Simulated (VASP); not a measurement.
Input of a VASP 6.6.1 run:

The input INCAR:

```
SYSTEM = Hg
  ALGO = Normal
  EDIFF = 1E-7
  EDIFFG = -0.03
  ENCUT = 600
  IBRION = 2
  ISIF = 3
  ISMEAR = -1
  LASPH = .True.
  LCHARG = .False.
  LREAL = .False.
  LWAVE = .False.
  NELM = 80
  NSW = 50
  PREC = Accurate
  SIGMA = 0.1
```

KPOINTS

```
k-points
0
Gamma
  7 7 4
  0 0 0
```

POSCAR

```
Hg
1.0
    3.2100000000      0.0000000000      0.0000000000
   -1.6050000000      2.7799415461      0.0000000000
    0.0000000000      0.0000000000      5.2419300000
Hg
2
Direct
    0.3333333333      0.6666666667      0.2500000000
    0.6666666667      0.3333333333      0.7500000000
```

Potentials or basis: VASP PAW LDA potentials, release 64 (Hg).

The run is started by

```sh
$ cat potpaw_LDA.64/Hg/POTCAR > POTCAR
$ mpirun -np 1 vasp_std > vasp.out
```

Problem. What does it give for the band gap on the k mesh?

Solution. Zero (bands 12 and 13 overlap by 2.55 eV).

Problem. Estimate the space group after relaxing (to 0.1 Å).

Solution. P6_3/mmc (No. 194).

Final structure:
```
CELL_PARAMETERS angstrom
3.05857 0.00000 0.00000
-1.52928 2.64880 0.00000
0.00000 0.00000 5.49650
ATOMIC_POSITIONS crystal
Hg 0.33333 0.66667 0.25000
Hg 0.66667 0.33333 0.75000
```

Caveat: spin-orbit coupling is left out, which moves the levels of the heavy elements.
